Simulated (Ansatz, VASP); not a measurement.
# Mg: VASP beside Ansatz

```
Mg
1.0
     3.19864    0.00000    0.00000
    -1.59932    2.77010    0.00000
     0.00000    0.00000    5.17899
Mg
2
Direct
  0.33333 0.66667 0.25000
  0.66667 0.33333 0.75000
```

Alike in both runs: task single point; functional PBE; k mesh 18 × 18 × 10; occupations fermi-dirac, width 0.05 eV; non-collinear spin, spin-orbit coupling.

|  | VASP | Ansatz |
| --- | --- | --- |
| version | VASP 6.6.1 | Ansatz 0.2.0 |
| potentials or method | VASP PAW PBE potentials, release 64 (Mg) | PAW with Ansatz's default frozen-core files, fully relativistic files with spin-orbit coupling |
| plane-wave cutoff (eV) | 520 | 420 |
| valence electrons in the cell | 4 | 20 |

Ansatz gave:

```
pressure (GPa)           : 0.0
net moment per atom (μB) : 0.00
```

Q: Estimate VASP's values.

A: Pressure (GPa): -0.1; net moment per atom (μB): 0.00.

The functional is the same, so the differences come from potentials, cutoffs and numerics. VASP's potentials hold 4 valence electrons a cell and Ansatz's 20, so a difference there can come from the potentials and not from the codes.
